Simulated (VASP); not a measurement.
# SiO (Pm-3m) in VASP: a series of runs, part 3 of 3

VASP 6.6.1.

**5. Relaxation of cell and atoms, B3LYP**

Input file POSCAR:

```
SiO
1.0
    2.8069700000      0.0000000000      0.0000000000
    0.0000000000      2.8069700000      0.0000000000
    0.0000000000      0.0000000000      2.8069700000
Si O
1 1
Direct
    0.0000000000      0.0000000000      0.0000000000
    0.5000000000      0.5000000000      0.5000000000
```

Input file INCAR.step1:

```
SYSTEM = SiO
PREC = Accurate
ENCUT = 600
EDIFF = 1E-5
ISMEAR = -1
SIGMA = 0.05
LREAL = .FALSE.
LASPH = .TRUE.
NELM = 60
ALGO = Normal
LWAVE = .TRUE.
LCHARG = .FALSE.
GGA = PE
NBANDS = 12
```

Input file INCAR.step2:

```
SYSTEM = SiO
PREC = Accurate
ENCUT = 600
EDIFF = 1E-6
ISMEAR = -1
SIGMA = 0.05
LREAL = .FALSE.
LASPH = .TRUE.
NELM = 60
ALGO = Normal
ISIF = 3
LWAVE = .FALSE.
LCHARG = .FALSE.
GGA = B3
LHFCALC = .TRUE.
AEXX = 0.2
AGGAX = 0.72
AGGAC = 0.81
ALDAC = 0.19
PRECFOCK = Normal
IBRION = 2
NSW = 60
EDIFFG = -0.01
ISTART = 1
```

Input file KPOINTS:

```
regular mesh
0
G
  5 5 5
  0 0 0
```

Potentials or basis: VASP PAW PBE potentials, release 64 (Si, O).

Launch:

```sh
cat potpaw_PBE.64/Si/POTCAR potpaw_PBE.64/O/POTCAR > POTCAR
cp INCAR.step1 INCAR
mpirun -np 1 vasp_std > vasp.out
cp INCAR.step2 INCAR
mpirun -np 1 vasp_std > vasp.out
```

OUTCAR:

```text
SYSTEM = SiO
   PREC = Accurate
   ENCUT = 600
   EDIFF = 1E-6
   ISMEAR = -1
   LREAL = .FALSE.
   LASPH = .TRUE.
   NELM = 60
   ISIF = 3
   GGA = B3
   LHFCALC = .TRUE.
   AEXX = 0.2
   PRECFOCK = Normal
   IBRION = 2
   NSW = 60
   EDIFFG = -0.01
   ISTART = 1

 ion  position               nearest neighbor table
   1  0.000  0.000  0.000-   2 2.43   2 2.43   2 2.43   2 2.43   2 2.43   2 2.43   2 2.43   2 2.43

   2  0.500  0.500  0.500-   1 2.43   1 2.43   1 2.43   1 2.43   1 2.43   1 2.43   1 2.43   1 2.43

  LATTYP: Found a simple cubic cell.
 ALAT       =     2.8069700000

  Lattice vectors:

 A1 = (   2.8069700000,   0.0000000000,   0.0000000000)
 A2 = (   0.0000000000,   2.8069700000,   0.0000000000)
 A3 = (   0.0000000000,   0.0000000000,   2.8069700000)

Analysis of symmetry for initial positions (statically):
=====================================================================
 Subroutine PRICEL returns:
 Original cell was already a primitive cell.

 Routine SETGRP: Setting up the symmetry group for a
 simple cubic supercell.

 Subroutine GETGRP returns: Found 48 space group operations
[... 148 lines left out ...]

--------------------------------------- Ionic step        1  -------------------------------------------

 number of electron      10.0000005 magnetization

 Free energy of the ion-electron system (eV)
  ---------------------------------------------------
  ext. energy  EPLUGINS =         0.00000000
  ---------------------------------------------------
  free energy    TOTEN  =       -12.19485489 eV

  energy without entropy =      -12.19485485  energy(sigma->0) =      -12.19485487

------------------------ aborting loop because EDIFF is reached ----------------------------------------

  FORCE on cell =-STRESS in cart. coord.  units (eV):
  Direction    XX          YY          ZZ          XY          YZ          ZX
  --------------------------------------------------------------------------------------
  -------------------------------------------------------------------------------------
  Total        0.8687363      0.8687363      0.8687363      0.0000000     -0.0000000      0.0000000
  in kB       62.9339843     62.9339843     62.9339843      0.0000000     -0.0000000      0.0000000
  external PRESSURE =      62.9339843 kB  Pullay stress =       0.0000000 kB
[... 59 lines left out ...]
--------------------------------------- Ionic step        3  -------------------------------------------

 number of electron      10.0000007 magnetization

 Free energy of the ion-electron system (eV)
  ---------------------------------------------------
  ext. energy  EPLUGINS =         0.00000000
  ---------------------------------------------------
  free energy    TOTEN  =       -12.21483371 eV

  energy without entropy =      -12.21483369  energy(sigma->0) =      -12.21483370

 E-fermi :   7.4454     XC(G=0):  -8.8758

 val. band max:        6.6046591500   @ k =   0.2000   0.2000   0.2000
 cond. band min:       8.3151002013   @ k =   0.4000   0.4000   0.4000
 fundamental gap:      1.7104410513
 Fermi energy:         7.4453834743

 k-point     1 :       0.0000    0.0000    0.0000
  band No.  band energies     occupation
      1     -13.9801      2.00000
      2      -0.6426      2.00000
      3       3.5676      2.00000
      4       3.5676      2.00000
      5       3.5676      2.00000
      6      14.8587      0.00000
      7      14.8587      0.00000
      8      16.3510      0.00000
      9      16.3510      0.00000
[... 135 lines left out ...]
  FREE ENERGIE OF THE ION-ELECTRON SYSTEM (eV)
  ---------------------------------------------------
  free  energy   TOTEN  =       -12.2148337068 eV

  energy  without entropy=      -12.2148336939  energy(sigma->0) =      -12.21483370

 reached required accuracy - stopping structural energy minimisation
```

Wall time 14 min (1 thread of Intel Xeon 8259CL, shared host); peak memory 0.14 GiB.

What came out:

| Item | Value |
| --- | --- |
| Free energy | -12.2148 eV |
| Relaxed volume | 11.59 Å³/atom |
| Relaxed cell | a = 2.851 Å, b = 2.851 Å, c = 2.851 Å, α = 90.00°, β = 90.00°, γ = 90.00° |
| Space group after relaxing (to 0.1 Å) | Pm-3m (No. 221) |
| Energy gained by relaxing | 10.0 meV/atom |
| Ionic steps | 3 |
| Pressure after relaxing | 0.0 GPa |
| Band gap on the k mesh | 1.71 eV (least direct gap 3.02 eV) |

The path:
| step | energy change (eV) | largest force (eV/Å) | pressure (GPa) | volume (Å³) |
| --- | --- | --- | --- | --- |
| 1 | 0.0000 | 0.0000 | 6.29 | 22.12 |
| 2 | -0.0179 | 0.0000 | -1.82 | 23.54 |
| 3 | -0.0200 | 0.0000 | -0.02 | 23.17 |

Final structure:
```
Si O
1.0
     2.85102    0.00000    0.00000
     0.00000    2.85102    0.00000
     0.00000    0.00000    2.85102
Si O
1 1
Direct
  0.00000 0.00000 0.00000
  0.50000 0.50000 0.50000
```

Caveat: the k points lie up to 0.44 Å⁻¹ apart in the final cell; the PAW data sets were made with another functional, which shifts forces and pressure a little; an odd mesh through Γ misses points on the zone boundary, where band edges can lie.

**6. Single point, HSE06**

This run uses another cell than the first one, of 10.93 Å³/atom.

Input file POSCAR:

```
SiO
1.0
    2.7960217612      0.0000000000      0.0000000000
    0.0000000000      2.7960217612      0.0000000000
    0.0000000000      0.0000000000      2.7960217612
Si O
1 1
Direct
    0.0000000000      0.0000000000      0.0000000000
    0.5000000000      0.5000000000      0.5000000000
```

Input file INCAR.step1:

```
  PREC = Accurate
  ENCUT = 520
  EDIFF = 1E-5
  ISMEAR = -1
  SIGMA = 0.05
  LREAL = False
  LASPH = True
  NELM = 60
  ALGO = Normal
  ISIF = 2
  LWAVE = True
  LCHARG = False
  NBANDS = 12
  GGA = PE
```

Input file INCAR.step2:

```
  PREC = Accurate
  ENCUT = 520
  EDIFF = 1E-7
  ISMEAR = -1
  SIGMA = 0.05
  LREAL = False
  LASPH = True
  NELM = 60
  ALGO = Normal
  ISIF = 2
  LWAVE = False
  LCHARG = False
  GGA = PE
  LHFCALC = True
  HFSCREEN = 0.2079
  PRECFOCK = Normal
  NBANDS = 12
  ISTART = 1
```

Input file KPOINTS:

```
regular mesh
0
Gamma
  5 5 5
```

Potentials or basis: VASP PAW PBE potentials, release 64 (Si, O).

Launch:

```sh
cat potpaw_PBE.64/Si/POTCAR potpaw_PBE.64/O/POTCAR > POTCAR
cp INCAR.step1 INCAR
mpirun -np 1 vasp_std > vasp.out
cp INCAR.step2 INCAR
mpirun -np 1 vasp_std > vasp.out
```

Run time: 56 s. Hardware: 1 thread of Intel Xeon Platinum 8488C (Sapphire Rapids), shared host; peak memory 0.23 GiB.

The run converged. Its results:

```yaml
Free_energy: -12.7010 eV
Pressure: -0.1 GPa
Band_gap_on_the_k_mesh: 0.93 eV (least direct gap 2.41 eV)
```

Levels at points of the mesh, in eV from the valence-band top:
```tsv
k point	band 3	band 4	band 5	band 6	band 7	band 8
(0.00, 0.00, 0.00)	-3.55	-3.55	-3.55	7.24	7.24	9.93
```

Caveat: the k points lie up to 0.45 Å⁻¹ apart; the PAW data sets were made with another functional, which shifts forces and pressure a little; an odd mesh through Γ misses points on the zone boundary, where band edges can lie.

**7. Relaxation of cell and atoms, HSE06**

Input file POSCAR:

```
SiO
1.0
    2.8069700000      0.0000000000      0.0000000000
    0.0000000000      2.8069700000      0.0000000000
    0.0000000000      0.0000000000      2.8069700000
Si O
1 1
Direct
    0.0000000000      0.0000000000      0.0000000000
    0.5000000000      0.5000000000      0.5000000000
```

Input file INCAR.step1:

```
  PREC = Accurate
  ENCUT = 600
  EDIFF = 1E-5
  ISMEAR = -1
  SIGMA = 0.05
  LREAL = F
  LASPH = T
  NELM = 100
  ALGO = Normal
  LWAVE = T
  LCHARG = F
  GGA = PE
  NBANDS = 12
```

Input file INCAR.step2:

```
  PREC = Accurate
  ENCUT = 600
  EDIFF = 1E-6
  ISMEAR = -1
  SIGMA = 0.05
  LREAL = F
  LASPH = T
  NELM = 100
  ALGO = Normal
  ISIF = 3
  LWAVE = F
  LCHARG = F
  GGA = PE
  LHFCALC = T
  HFSCREEN = 0.2079
  PRECFOCK = Normal
  IBRION = 2
  NSW = 60
  EDIFFG = -0.01
  ISTART = 1
```

Input file KPOINTS:

```
Automatic mesh
0
Gamma
  5 5 5
```

Potentials or basis: VASP PAW PBE potentials, release 64 (Si, O).

Launch:

```sh
cat potpaw_PBE.64/Si/POTCAR potpaw_PBE.64/O/POTCAR > POTCAR
cp INCAR.step1 INCAR
mpirun -np 1 vasp_std > vasp.out
cp INCAR.step2 INCAR
mpirun -np 1 vasp_std > vasp.out
```

OUTCAR:

```text
PREC = Accurate
   ENCUT = 600
   EDIFF = 1E-6
   ISMEAR = -1
   LREAL = F
   LASPH = T
   NELM = 100
   ISIF = 3
   GGA = PE
   LHFCALC = T
   HFSCREEN = 0.2079
   PRECFOCK = Normal
   IBRION = 2
   NSW = 60
   EDIFFG = -0.01
   ISTART = 1

 ion  position               nearest neighbor table
   1  0.000  0.000  0.000-   2 2.43   2 2.43   2 2.43   2 2.43   2 2.43   2 2.43   2 2.43   2 2.43

   2  0.500  0.500  0.500-   1 2.43   1 2.43   1 2.43   1 2.43   1 2.43   1 2.43   1 2.43   1 2.43

  LATTYP: Found a simple cubic cell.
 ALAT       =     2.8069700000

  Lattice vectors:

[... 177 lines left out ...]
  Direction    XX          YY          ZZ          XY          YZ          ZX
  --------------------------------------------------------------------------------------
  -------------------------------------------------------------------------------------
  Total       -0.2633040     -0.2633040     -0.2633040      0.0000000     -0.0000000     -0.0000000
  in kB      -19.0745686    -19.0745686    -19.0745686      0.0000000     -0.0000000     -0.0000000
  external PRESSURE =     -19.0745686 kB  Pullay stress =       0.0000000 kB
[... 59 lines left out ...]
--------------------------------------- Ionic step        3  -------------------------------------------

 number of electron      10.0000003 magnetization

 Free energy of the ion-electron system (eV)
  ---------------------------------------------------
  ext. energy  EPLUGINS =         0.00000000
  ---------------------------------------------------
  free energy    TOTEN  =       -12.70320254 eV

  energy without entropy =      -12.70318260  energy(sigma->0) =      -12.70319257

 E-fermi :   8.0108     XC(G=0):  -9.4517

 val. band max:        7.5587269618   @ k =   0.2000   0.2000   0.2000
 cond. band min:       8.4863782776   @ k =   0.4000   0.4000   0.4000
 fundamental gap:      0.9276513158
 Fermi energy:         8.0107734983

 k-point     1 :       0.0000    0.0000    0.0000
  band No.  band energies     occupation
      1     -14.3002      2.00000
      2       0.1627      2.00000
      3       4.0014      2.00000
      4       4.0014      2.00000
      5       4.0014      2.00000
      6      14.7959      0.00000
      7      14.7959      0.00000
      8      17.4969      0.00000
      9      17.4969      0.00000
[... 135 lines left out ...]
  FREE ENERGIE OF THE ION-ELECTRON SYSTEM (eV)
  ---------------------------------------------------
  free  energy   TOTEN  =       -12.7032025437 eV

  energy  without entropy=      -12.7031826019  energy(sigma->0) =      -12.70319257

 reached required accuracy - stopping structural energy minimisation
```

OUTCAR.step1:

```text
PREC = Accurate
   ENCUT = 600
   EDIFF = 1E-5
   ISMEAR = -1
   LREAL = F
[... 355 lines left out ...]
      0.00000      0.00000      0.00000         0.000000      0.000000      0.000000
      1.40349      1.40349      1.40349         0.000000      0.000000      0.000000
 -----------------------------------------------------------------------------------
    total drift:                                0.000000      0.000000     -0.000000

  FREE ENERGIE OF THE ION-ELECTRON SYSTEM (eV)
  ---------------------------------------------------
  free  energy   TOTEN  =       -10.3427272841 eV

  energy  without entropy=      -10.3384381494  energy(sigma->0) =      -10.34058272
```

Wall time 3.5 min (1 thread of Intel Xeon Platinum 8488C (Sapphire Rapids), shared host); peak memory 0.24 GiB.

What came out:

- Free energy: -12.7032 eV
- Relaxed volume: 10.91 Å³/atom
- Relaxed cell: a = 2.795 Å, b = 2.795 Å, c = 2.795 Å, α = 90.00°, β = 90.00°, γ = 90.00°
- Space group after relaxing (to 0.1 Å): Pm-3m (No. 221)
- Energy gained by relaxing: 0.9 meV/atom
- Ionic steps: 3
- Pressure after relaxing: 0.0 GPa
- Band gap on the k mesh: 0.93 eV (least direct gap 2.41 eV)

The path:
```tsv
step	energy change (eV)	largest force (eV/Å)	pressure (GPa)	volume (Å³)
1	0.0000	0.0000	-1.91	22.12
2	-0.0014	0.0000	0.81	21.70
3	-0.0017	0.0000	-0.01	21.82
```

Final structure:
```cif
data_structure
_symmetry_space_group_name_H-M 'P 1'
_symmetry_Int_Tables_number 1
_cell_length_a 2.7945
_cell_length_b 2.7945
_cell_length_c 2.7945
_cell_angle_alpha 90.000
_cell_angle_beta 90.000
_cell_angle_gamma 90.000
_cell_volume 21.82
loop_
_atom_site_label
_atom_site_type_symbol
_atom_site_fract_x
_atom_site_fract_y
_atom_site_fract_z
_atom_site_occupancy
Si1 Si 0.00000 0.00000 0.00000 1
O1 O 0.50000 0.50000 0.50000 1
```

Caveat: the k points lie up to 0.45 Å⁻¹ apart in the final cell; the PAW data sets were made with another functional, which shifts forces and pressure a little; an odd mesh through Γ misses points on the zone boundary, where band edges can lie.

**8. Summary**

| task | level | cell | cutoff (eV) | share of exact exchange | screening parameter | gap on the mesh (eV) | pressure (GPa) | relaxed volume (Å³/atom) |
| --- | --- | --- | --- | --- | --- | --- | --- | --- |
| relaxation of cell and atoms | HSE06 | relaxed from a = 2.807 Å, 2 atoms | 600 | 0.25 | 0.2079 1/Å | 0.93 | 0.0 | 10.91 |
| relaxation of cell and atoms | PBEsol-based screened hybrid with 25 % exact exchange | relaxed from a = 2.807 Å, 2 atoms | 600 | 0.25 | 0.207 1/Å | 0.84 | 0.0 | 10.69 |
| relaxation of cell and atoms | HF | relaxed from a = 2.807 Å, 2 atoms | 600 | 1 | - | 7.02 | 0.0 | 11.67 |
| relaxation of cell and atoms | B3LYP | relaxed from a = 2.807 Å, 2 atoms | 600 | 0.2 | - | 1.71 | 0.0 | 11.59 |
| single point | HSE06 | a = 2.796 Å, 2 atoms | 520 | 0.25 | 0.2079 1/Å | 0.93 | -0.1 | - |

Alike in all rows: potentials or basis VASP PAW PBE potentials, release 64 (Si, O); no spin polarisation; k mesh 5 × 5 × 5; smearing fermi-dirac 0.05 eV.

Caveats: all runs use coarse meshes; the PAW data sets were made with another functional, which shifts forces and pressure a little; an odd mesh through Γ misses points on the zone boundary, where band edges can lie.

Total energies depend on the potentials used, so only differences within one code and one set of settings carry meaning.
